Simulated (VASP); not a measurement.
MgS, 16 atoms in the cell. It takes space group F-43m (No. 216, cubic). Conventional cell: a = 5.666 Å, b = 5.666 Å, c = 5.666 Å, α = 90.00°, β = 90.00°, γ = 90.00°. Within 3.2 Å of Mg (site symmetry -43m) lie 4 S at 2.45 Å. S (site symmetry -43m) has 4 Mg at 2.45 Å within 3.2 Å. 

| Property | Result |
| --- | --- |
| Program | VASP 6.6.1 |
| Task | single point |
| Functional | PBE |
| Potentials or basis | VASP PAW PBE potentials, release 64 (Mg, S) |
| Cutoff | 520 eV |
| k mesh | 2 × 2 × 2, shifted |
| Occupations | gaussian, width 0.1 eV |
| Spin | no spin polarisation |
| Dipole correction | no |
| Further INCAR settings | LREAL = Auto; ALGO = Normal; EDIFF = 1e-07; NBANDS = 46; ISYM = 0 |

Potentials or basis: VASP PAW PBE potentials, release 64 (Mg, S).

Command:

```bash
$ cat potpaw_PBE.64/Mg/POTCAR potpaw_PBE.64/S/POTCAR > POTCAR
$ mpirun -np 1 vasp_std > vasp.out
```

Hardware: 1 thread of AMD EPYC 7R13 Processor (Zen 3) (shared host).

Question: How long does it take, and how much memory?

Answer: Run time: 6.2 min on 1 thread of AMD EPYC 7R13 Processor (Zen 3), with other jobs on the host, peak memory 0.52 GiB. Counts: scf iterations 16, k points 16.
